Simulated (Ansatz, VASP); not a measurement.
One calculation of Te, two programs

```
CELL_PARAMETERS angstrom
4.45400 0.00000 0.00000
-2.22700 3.85728 0.00000
0.00000 0.00000 5.92400
ATOMIC_POSITIONS crystal
Te 0.73100 0.73100 0.00000
Te 0.00000 0.26900 0.66667
Te 0.26900 0.00000 0.33333
```

Alike in both runs: functional PBE; k mesh 5 × 5 × 4; occupations fermi-dirac, width 0.05 eV; non-collinear spin, spin-orbit coupling.

|  | VASP | Ansatz |
| --- | --- | --- |
| version | VASP 6.6.1 | Ansatz 0.2.0 |
| potentials or method | VASP PAW PBE potentials, release 64 (Te) | Ansatz PAW |
| plane-wave cutoff (eV) | 520 | 420 |
| valence electrons in the cell | 18 | 48 |
| task | single point | band structure |

```csv
,VASP,Ansatz,Ansatz less VASP
pressure (GPa),1.8,1.8,0.00
"traceless stress, the component that is largest in VASP (GPa)",0.48,0.46,-0.018
rms of the force components (eV/Å),0.103,0.095,-0.0088
net moment per atom (μB),0.00,0.00,0.000
```

Atom by atom the forces differ by 0.009 eV/Å (rms over components). VASP's potentials hold 18 valence electrons a cell and Ansatz's 48, so a difference there can come from the potentials and not from the codes.
